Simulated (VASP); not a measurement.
A run of VASP 6.6.1 is set up as follows.

The input POSCAR:

```
GaSb
1.0
    0.0000000000      3.0590000000      3.0590000000
    3.0590000000      0.0000000000      3.0590000000
    3.0590000000      3.0590000000      0.0000000000
Sb Ga
1 1
Direct
    0.7500000000      0.7500000000      0.7500000000
    0.0000000000      0.0000000000      0.0000000000
```

Contents of INCAR.step1:

```
PREC = Accurate
ENCUT = 520
EDIFF = 1E-5
ISMEAR = -1
SIGMA = 0.05
LREAL = F
LASPH = T
NELM = 80
ALGO = Normal
ISIF = 2
LWAVE = T
LCHARG = F
GGA = PE
NBANDS = 16
```

The input INCAR.step2:

```
PREC = Accurate
ENCUT = 520
EDIFF = 1E-6
ISMEAR = -1
SIGMA = 0.05
LREAL = F
LASPH = T
NELM = 80
ALGO = Normal
ISIF = 2
LWAVE = F
LCHARG = F
GGA = B3
LHFCALC = T
AEXX = 0.2
AGGAX = 0.72
AGGAC = 0.81
ALDAC = 0.19
PRECFOCK = Normal
ISTART = 1
NBANDS = 16
```

File KPOINTS:

```
Automatic mesh
0
Gamma
  4 4 4
```

Potentials or basis: VASP PAW PBE potentials, release 64 (Sb, Ga_d).

Command:

```console
$ cat potpaw_PBE.64/Sb/POTCAR potpaw_PBE.64/Ga_d/POTCAR > POTCAR
$ cp INCAR.step1 INCAR
$ mpirun -np 1 vasp_std > vasp.out
$ cp INCAR.step2 INCAR
$ mpirun -np 1 vasp_std > vasp.out
```

(1) Predict the band gap on the k mesh.

(2) What does it give for the pressure?

## Answers

(1) 1.09 eV.

(2) 3.1 GPa.

Caveat: the k points lie up to 0.44 Å⁻¹ apart; the PAW data sets were made with another functional, which shifts forces and pressure a little; spin-orbit coupling is left out, which moves the levels of the heavy elements.
